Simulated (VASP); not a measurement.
# Ag: single point with PBE

Ag:

```
CELL_PARAMETERS angstrom
0.00000 1.66050 1.66050
1.66050 0.00000 1.66050
1.66050 1.66050 0.00000
ATOMIC_POSITIONS crystal
Ag 0.00000 0.00000 0.00000
```

| Item | Value |
| --- | --- |
| Program | VASP 6.6.1 |
| Task | single point |
| Functional | PBE |
| Potentials or basis | VASP PAW PBE potentials, release 64 (Ag_sv_GW) |
| Cutoff | 630 eV |
| k mesh | 20 × 20 × 20 |
| Occupations | fermi-dirac, width 0.05 eV |
| Spin | no spin polarisation |
| Dipole correction | no |
| Further INCAR settings | ALGO = Normal; EDIFF = 1e-06; NBANDS = 16 |

The pressure is 390.0 GPa and the band gap on the k mesh is zero (an odd number of electrons rules out a gap without spin polarisation).

Levels at points of the mesh, in eV from the Fermi level:
| k point | band 6 | band 7 | band 8 | band 9 | band 10 | band 11 | band 12 | band 13 | band 14 | band 15 |
| --- | --- | --- | --- | --- | --- | --- | --- | --- | --- | --- |
| (0.00, 0.00, 0.00) | -9.50 | -9.50 | -9.50 | -6.52 | -6.52 | 14.05 | 21.33 | 21.33 | 21.33 | 29.68 |
| (0.50, 0.00, 0.00) | -9.65 | -9.65 | -4.24 | -4.24 | -3.09 | 8.12 | 13.61 | 22.21 | 22.21 | 32.75 |
| (0.50, 0.50, 0.00) | -13.58 | -4.30 | -3.61 | -3.61 | 0.48 | 12.69 | 12.88 | 12.88 | 25.95 | 26.68 |

Wall time 47 s on 1 thread of AMD EPYC 7R13 Processor (Zen 3) (shared host), peak memory 0.15 GiB.

Caveat: the cell stands under pressure.
